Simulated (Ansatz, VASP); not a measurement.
One calculation of Tl, two programs

```
Tl
1.0
     0.00000    3.61649    3.61649
     3.61649    0.00000    3.61649
     3.61649    3.61649    0.00000
Tl
2
Direct
  0.12500 0.12500 0.12500
  0.87500 0.87500 0.87500
```

Alike in both runs: task single point; functional RPBE; k mesh 9 × 9 × 9; occupations fermi-dirac, width 0.1 eV; no spin polarisation.

|  | VASP | Ansatz |
| --- | --- | --- |
| version | VASP 6.6.1 | Ansatz 0.2.0 |
| potentials or method | VASP PAW PBE potentials, release 64 (Tl_d), cutoff 520 eV | plane waves (420 eV) with PAW, scalar-relativistic |
| valence electrons in the cell | 26 | 26 |

|  | VASP | Ansatz | Ansatz less VASP |
| --- | --- | --- | --- |
| pressure (GPa) | 0.5 | 0.5 | +0.04 |

VASP's potentials were made for PBE, not for RPBE. The functional is the same, so the differences come from potentials, cutoffs and numerics.

Spin-orbit coupling is off throughout.
